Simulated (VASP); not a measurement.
Input of a VASP 6.6.1 run:

File POSCAR:

```
Au
1.0
    2.1034336447      2.1034336447      0.0000000000
   -2.1034336447      2.1034336447      0.0000000000
    0.0000000000      0.0000000000      4.0748871392
Au
2
Direct
    0.0000000000      0.0000000000      0.0000000000
    0.5000000000      0.5000000000      0.5000000000
```

INCAR.step1

```
  PREC = Accurate
  ENCUT = 520
  ISMEAR = 0
  SIGMA = 0.1
  LREAL = False
  LASPH = True
  NELM = 80
  NBANDS = 18
  GGA = PE
  ALGO = Normal
  EDIFF = 1E-4
  LWAVE = True
  LCHARG = False
```

INCAR.step2

```
  PREC = Accurate
  ENCUT = 520
  EDIFF = 1E-6
  ISMEAR = 0
  SIGMA = 0.1
  LREAL = False
  LASPH = True
  NELM = 80
  ALGO = Normal
  ISIF = 2
  LWAVE = False
  LCHARG = False
  METAGGA = R2SCAN
  LMIXTAU = True
  NBANDS = 18
  ISTART = 1
```

Contents of KPOINTS:

```
Automatic mesh
0
Gamma
  18 18 12
```

Potentials or basis: VASP PAW PBE potentials, release 64 (Au).

The run is started by

```bash
$ cat potpaw_PBE.64/Au/POTCAR > POTCAR
$ cp INCAR.step1 INCAR
$ mpirun -np 1 vasp_std > vasp.out
$ cp INCAR.step2 INCAR
$ mpirun -np 1 vasp_std > vasp.out
```

Predict the band gap on the k mesh.

zero (bands 11 and 12 overlap by 7.24 eV).

Estimate the pressure.

-3.6 GPa.

Stress tensor (GPa, compression positive):
```
-3.75  0.00  0.00
 0.00 -3.75  0.00
 0.00  0.00 -3.41
```

Caveat: the cell differs from its parent crystal (biaxial strain in the a-b plane: +2.0 %); the cell stands under tension; the PAW data sets were made with another functional, which shifts forces and pressure a little; spin-orbit coupling is left out, which moves the levels of the heavy elements.
